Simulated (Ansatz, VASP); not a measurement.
Two plane-wave programs on HC6

```
C H
1.0
     4.88953    0.00000    0.00000
    -1.22238    8.78496    0.00000
     0.00000    0.00000   22.74747
C H
12 2
Direct
  0.01936 0.07745 0.17584
  0.51936 0.07745 0.17584
  0.27420 0.09681 0.20595
  0.77420 0.09681 0.20595
  0.28388 0.13553 0.26618
  0.78388 0.13553 0.26618
  0.03863 0.15452 0.29551
  0.53863 0.15452 0.29551
  0.04887 0.19548 0.35836
  0.54887 0.19548 0.35836
  0.30317 0.21270 0.38455
  0.80317 0.21270 0.38455
  0.04887 0.15884 0.40433
  0.04887 0.23212 0.40433
```

Alike in both runs: task single point; functional LDA; k mesh 6 × 3 × 1; occupations gaussian, width 0.1 eV; no spin polarisation.

|  | VASP | Ansatz |
| --- | --- | --- |
| version | VASP 6.6.1 | Ansatz 0.2.0 |
| potentials or method | VASP PAW LDA potentials, release 64 (C, H), cutoff 520 eV | scalar-relativistic, plane waves, PAW |
| valence electrons in the cell | 50 | 50 |

Ansatz gave:

* gap on the k mesh at the Fermi level (eV): none
* rms of the force components (eV/Å): 4.776

Problem. What did VASP give for the same quantities?

Solution. gap on the k mesh at the Fermi level (eV): none; rms of the force components (eV/Å): 4.807.

LDA's correlation is that of Perdew and Zunger in VASP and of Perdew and Wang (1992) in Ansatz. Atom by atom the forces differ by 0.044 eV/Å (rms over components). A gap of «none» marks a metal or a gap that the smearing closes.
